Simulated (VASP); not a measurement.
# LaCoPO (P4/nmm) in VASP: single point with PBE

Aim: the single point of LaCoPO with PBE.

Program: VASP 6.6.1. These are calculated values, not measurements. Logs are shortened: lines on timing, memory, paths and dates and some standing lists are left out, and cuts for length are marked.

### 1 The cell of the first run

It takes space group P4/nmm (No. 129, tetragonal). The conventional cell has a = 4.044 Å, b = 4.044 Å, c = 8.374 Å, α = 90.00°, β = 90.00°, γ = 90.00°. La (site symmetry 4mm) has 4 O at 2.39 Å within 3.2 Å. Co (site symmetry -4m2) has 4 P at 2.25 Å and 4 Co at 2.86 Å within 3.0 Å. P (site symmetry 4mm) has 4 Co at 2.25 Å within 3.0 Å. Within 3.2 Å of O (site symmetry -4m2) lie 4 La at 2.39 Å and 4 O at 2.86 Å.

### 2 Single point, PBE, collinear spin, antiferromagnetic start

Contents of INCAR:

```
PREC = Accurate
ENCUT = 520
EDIFF = 1E-7
ISMEAR = -1
SIGMA = 0.05
LREAL = F
LASPH = T
NELM = 150
ALGO = Normal
ISIF = 2
LWAVE = F
LCHARG = F
ISPIN = 2
MAGMOM = 0 0 2.5 -2.5 0 0 0 0
LORBIT = 11
LMAXMIX = 6
GGA = PE
NBANDS = 45
```

Contents of KPOINTS:

```
regular mesh
0
Gamma
  7 7 4
```

Contents of POSCAR:

```
LaCoPO
1.0
    4.0437785495      0.0000000000      0.0000000000
    0.0000000000      4.0437785495      0.0000000000
    0.0000000000      0.0000000000      8.3736874988
La Co P O
2 2 2 2
Direct
    0.0000000000      0.5000000000      0.8468680000
    0.5000000000      0.0000000000      0.1531320000
    0.5000000000      0.5000000000      0.5000000000
    0.0000000000      0.0000000000      0.5000000000
    0.5000000000      0.0000000000      0.6183690000
    0.0000000000      0.5000000000      0.3816310000
    0.0000000000      0.0000000000      0.0000000000
    0.5000000000      0.5000000000      0.0000000000
```

Potentials or basis: VASP PAW PBE potentials, release 64 (La, Co, P, O).

On the command line:

```
> cat potpaw_PBE.64/La/POTCAR potpaw_PBE.64/Co/POTCAR potpaw_PBE.64/P/POTCAR potpaw_PBE.64/O/POTCAR > POTCAR
> mpirun -np 1 vasp_std > vasp.out
```

OUTCAR:

```text
PREC = Accurate
   ENCUT = 520
   EDIFF = 1E-7
   ISMEAR = -1
   LREAL = F
   LASPH = T
   NELM = 150
   ISIF = 2
   ISPIN = 2
   LORBIT = 11
   GGA = PE

 ion  position               nearest neighbor table
   1  0.000  0.500  0.847-   7 2.39   8 2.39   7 2.39   8 2.39
   2  0.500  0.000  0.153-   7 2.39   8 2.39   8 2.39   7 2.39
   3  0.500  0.500  0.500-   5 2.25   6 2.25   5 2.25   6 2.25   4 2.86   4 2.86   4 2.86   4 2.86

   4  0.000  0.000  0.500-   5 2.25   6 2.25   6 2.25   5 2.25   3 2.86   3 2.86   3 2.86   3 2.86

   5  0.500  0.000  0.618-   3 2.25   4 2.25   3 2.25   4 2.25
   6  0.000  0.500  0.382-   3 2.25   4 2.25   4 2.25   3 2.25
   7  0.000  0.000  0.000-   1 2.39   2 2.39   1 2.39   2 2.39
   8  0.500  0.500  0.000-   1 2.39   2 2.39   2 2.39   1 2.39

  LATTYP: Found a simple tetragonal cell.
 ALAT       =     4.0437785495
 C/A-ratio  =     2.0707581774

  Lattice vectors:

 A1 = (   4.0437785495,   0.0000000000,   0.0000000000)
 A2 = (   0.0000000000,   4.0437785495,   0.0000000000)
 A3 = (   0.0000000000,   0.0000000000,   8.3736874988)

Analysis of symmetry for initial positions (statically):
=====================================================================
 Subroutine PRICEL returns:
 Original cell was already a primitive cell.

 Routine SETGRP: Setting up the symmetry group for a
 simple tetragonal supercell.

 Subroutine GETGRP returns: Found 16 space group operations
 (whereof  8 operations were pure point group operations)
 out of a pool of 16 trial point group operations.

The static configuration has the point symmetry D_2d.
 The point group associated with its full space group is D_4h.

Analysis of symmetry for dynamics (positions and initial velocities):
=====================================================================
 Subroutine PRICEL returns:
 Original cell was already a primitive cell.

 Routine SETGRP: Setting up the symmetry group for a
 simple tetragonal supercell.

 Subroutine GETGRP returns: Found 16 space group operations
 (whereof  8 operations were pure point group operations)
 out of a pool of 16 trial point group operations.

The dynamic configuration has the point symmetry D_2d.
 The point group associated with its full space group is D_4h.

Analysis of structural, dynamic, and magnetic symmetry:
=====================================================================
 Subroutine PRICEL returns:
 Original cell was already a primitive cell.

 Routine SETGRP: Setting up the symmetry group for a
 simple tetragonal supercell.

 Subroutine GETGRP returns: Found 16 space group operations
 (whereof  8 operations were pure point group operations)
 out of a pool of 16 trial point group operations.

The overall configuration has the point symmetry D_2d.
 The point group associated with its full space group is D_4h.

 Subroutine INISYM returns: Found 16 space group operations
 (whereof  8 operations are pure point group operations),
 and found     1 'primitive' translations

----------------------------------------------------------------------------------------

                                     Primitive cell

  volume of cell :     136.9278

  direct lattice vectors                    reciprocal lattice vectors
     4.043778549  0.000000000  0.000000000     0.247293463  0.000000000  0.000000000
     0.000000000  4.043778549  0.000000000     0.000000000  0.247293463  0.000000000
     0.000000000  0.000000000  8.373687499     0.000000000  0.000000000  0.119421700

  length of vectors
     4.043778549  4.043778549  8.373687499     0.247293463  0.247293463  0.119421700

  position of ions in fractional coordinates (direct lattice)
     0.000000000  0.500000000  0.846868000
     0.500000000  0.000000000  0.153132000
     0.500000000  0.500000000  0.500000000
     0.000000000  0.000000000  0.500000000
     0.500000000  0.000000000  0.618369000
     0.000000000  0.500000000  0.381631000
     0.000000000  0.000000000  0.000000000
     0.500000000  0.500000000  0.000000000

  ion indices of the primitive-cell ions
[... 68 lines left out ...]
   ions per type =               2   2   2   2
   NGX,Y,Z   is equivalent  to a cutoff of  12.33, 12.33, 12.71 a.u.
   NGXF,Y,Z  is equivalent  to a cutoff of  24.67, 24.67, 25.41 a.u.
 SYSTEM =  unknown system
   PREC   = accura    normal or accurate (medium, high low for compatibility)
   ISTART =      0    job   : 0-new  1-cont  2-samecut
   ICHARG =      2    charge: 1-file 2-atom 10-const
   ISPIN  =      2    spin polarized calculation?
   LNONCOLLINEAR =      F non collinear calculations
   LSORBIT =      F    spin-orbit coupling
   LASPH  =      T    aspherical Exc in radial PAW
   ENCUT  =  520.0 eV  38.22 Ry    6.18 a.u.   7.52  7.52 15.57*2*pi/ulx,y,z
   NELM   =    150;   NELMIN=  2; NELMDL= -5     # of ELM steps
   EDIFF  = 0.1E-06   stopping-criterion for ELM
   LREAL  =      F    real-space projection
   EDIFFG = 0.1E-05   stopping-criterion for IOM
   NSW    =      0    number of steps for IOM
   IBRION =     -1    ionic relax: 0-MD 1-quasi-New 2-CG
   NFREE  =      0    steps in history (QN), initial steepest desc. (CG)
   ISIF   =      2    stress and relaxation
   ISYM   =      2    0-nonsym 1-usesym 2-fastsym
   POTIM  = 0.5000    time-step for ionic-motion
   TEBEG  =    0.0;   TEEND  =   0.0 temperature during run
   PSTRESS=    0.0 pullay stress
   NELECT =      62.0000    total number of electrons
   NUPDOWN=      -1.0000    fix difference up-down
   EMIN   =  10.00;   EMAX   =-10.00  energy-range for DOS
   EFERMI =   0.00;   METHOD = LEGACY
   ISMEAR =    -1;   SIGMA  =   0.05  broadening in eV -4-tet -1-fermi 0-gaus
   EFERMI_NEDOS =   21; number of points for ismear=-14 and -15
   IALGO  =     38    algorithm
   IMIX   =      4    mixing-type and parameters
     AMIX     =   0.40;   BMIX     =  1.00
     AMIX_MAG =   1.60;   BMIX_MAG =  1.00
  volume/ion in A,a.u.               =      17.12       115.50
  Fermi-wavevector in a.u.,A,eV,Ry     =   1.257115  2.375602 21.501795  1.580337
  Thomas-Fermi vector in A             =   2.390790
   LORBIT       =     11    0 simple, 1 ext, 2 COOP (PROOUT), +10 PAW based schemes
   GGA     = PE    functional components
   LHFCALC =     F    Hartree Fock is set to
   AEXX    =    0.0000 exact exchange contribution
   IVDW    =     0    specifies the selected vdW correction
   LEPSILON=     F    determine dielectric tensor
   LRPA    =     F    only Hartree local field effects (RPA)
 spin polarized calculation
  energy-cutoff  :      520.00
  volume of cell :      136.93
 maximum number of plane-waves:      3727
 NGX is ok and might be reduce to    30
   NGX = 15   NGY = 15   NGZ = 31

 number of electron      61.9999991 magnetization       0.0000000

 number of electron      61.9999991 magnetization      -0.0000000

 Free energy of the ion-electron system (eV)
  ---------------------------------------------------
  ext. energy  EPLUGINS =         0.00000000
  ---------------------------------------------------
  free energy    TOTEN  =       -60.31081542 eV

  energy without entropy =      -60.27460136  energy(sigma->0) =      -60.29270839

 E-fermi :   8.0100     XC(G=0): -10.6714

 val. band max:        8.0063010838   @ k =   0.2857   0.1429   0.2500
 cond. band min:       8.0122154469   @ k =   0.2857   0.1429   0.5000
 fundamental gap:      0.0059143631
 Fermi energy:         8.0100483591

 spin component 1

 k-point     1 :       0.0000    0.0000    0.0000
  band No.  band energies     occupation
      1     -24.1066      1.00000
      2     -23.9297      1.00000
      3     -11.1426      1.00000
      4      -9.7234      1.00000
      5      -7.9091      1.00000
      6      -7.9091      1.00000
[... 1093 lines left out ...]
     42      10.9916      0.00000
     43      10.9926      0.00000

 [... further k-points ...]

 spin component 2

 k-point     1 :       0.0000    0.0000    0.0000
  band No.  band energies     occupation
      1     -24.1066      1.00000
      2     -23.9297      1.00000
      3     -11.1426      1.00000
      4      -9.7234      1.00000
      5      -7.9091      1.00000
      6      -7.9091      1.00000
[... 1093 lines left out ...]
     42      10.9908      0.00000
     43      10.9933      0.00000

 [... further k-points ...]

 [bands above 43 left out]

------------------------ aborting loop because EDIFF is reached ----------------------------------------

  FORCE on cell =-STRESS in cart. coord.  units (eV):
  Direction    XX          YY          ZZ          XY          YZ          ZX
  --------------------------------------------------------------------------------------
  -------------------------------------------------------------------------------------
  Total       -4.7076894     -4.7076894     -2.1577527      0.0000000      0.0000000      0.0000000
  in kB      -55.0841818    -55.0841818    -25.2476386      0.0000000      0.0000000      0.0000000
  external PRESSURE =     -45.1386674 kB  Pullay stress =       0.0000000 kB

 VOLUME and BASIS-vectors are now :
 -----------------------------------------------------------------------------
  energy-cutoff  :      520.00
  volume of cell :      136.93
      direct lattice vectors                 reciprocal lattice vectors
     4.043778549  0.000000000  0.000000000     0.247293463  0.000000000  0.000000000
     0.000000000  4.043778549  0.000000000     0.000000000  0.247293463  0.000000000
     0.000000000  0.000000000  8.373687499     0.000000000  0.000000000  0.119421700

 POSITION                                       TOTAL-FORCE (eV/Angst)
 -----------------------------------------------------------------------------------
      0.00000      2.02189      7.09141         0.000000     -0.000000      0.587414
      2.02189      0.00000      1.28228        -0.000000     -0.000000     -0.587414
      2.02189      2.02189      4.18684         0.000000     -0.000000      0.000000
      0.00000      0.00000      4.18684         0.000000      0.000000      0.000000
      2.02189      0.00000      5.17803         0.000000     -0.000000      0.210179
      0.00000      2.02189      3.19566        -0.000000     -0.000000     -0.210179
      0.00000      0.00000      0.00000         0.000000     -0.000000      0.000000
      2.02189      2.02189      0.00000         0.000000      0.000000      0.000000
 -----------------------------------------------------------------------------------
    total drift:                                0.000000      0.000000      0.000000

  FREE ENERGIE OF THE ION-ELECTRON SYSTEM (eV)
  ---------------------------------------------------
  free  energy   TOTEN  =       -60.3108154212 eV

  energy  without entropy=      -60.2746013647  energy(sigma->0) =      -60.29270839

 total charge

# of ion       s       p       d       f       tot
--------------------------------------------------
    1        2.016   5.677   0.638   0.225   8.556
    2        2.016   5.677   0.638   0.225   8.556
    3        0.434   0.482   7.474   0.000   8.390
    4        0.434   0.482   7.474   0.000   8.390
    5        1.030   1.442   0.000   0.000   2.472
    6        1.030   1.442   0.000   0.000   2.472
    7        1.568   3.452   0.000   0.000   5.020
    8        1.568   3.452   0.000   0.000   5.020
--------------------------------------------------
tot         10.096  22.108  16.223   0.450  48.877

 magnetization (x)

# of ion       s       p       d       f       tot
--------------------------------------------------
    1        0.000   0.000   0.000   0.000   0.000
    2        0.000   0.000   0.000   0.000   0.000
    3       -0.000  -0.000  -0.000   0.000  -0.000
    4        0.000   0.000   0.000   0.000   0.000
    5        0.000   0.000   0.000   0.000   0.000
    6        0.000   0.000   0.000   0.000   0.000
    7        0.000   0.000   0.000   0.000   0.000
    8       -0.000  -0.000   0.000   0.000  -0.000
--------------------------------------------------
tot          0.000   0.000   0.000   0.000   0.000
```

It took 21 min on 1 thread of Intel Xeon 8259CL, shared host; peak memory 0.49 GiB.

Results:

```yaml
Free_energy: -60.3108 eV
Pressure: -4.5 GPa
Largest_force: 0.587 eV/Å
Band_gap_on_the_k_mesh: zero (filled and empty bands overlap)
Net_moment: 0.00 μB per cell
Valence_electrons_inside_the_program's_atomic_spheres: La 8.56; Co 8.39; P 2.47; O 5.02
```

Forces on the atoms (eV/Å):
```
La   0.000  0.000  0.587
La   0.000  0.000 -0.587
Co   0.000  0.000  0.000
Co   0.000  0.000  0.000
P    0.000  0.000  0.210
P    0.000  0.000 -0.210
O    0.000  0.000  0.000
O    0.000  0.000  0.000
```

Caveat: the cell stands under tension; the moments typed at the start vanished in this run; spin-orbit coupling is left out, which moves the levels of the heavy elements. With open d or f shells a metallic result of PBE can be an artefact of self-interaction; +U or a hybrid may open a gap.
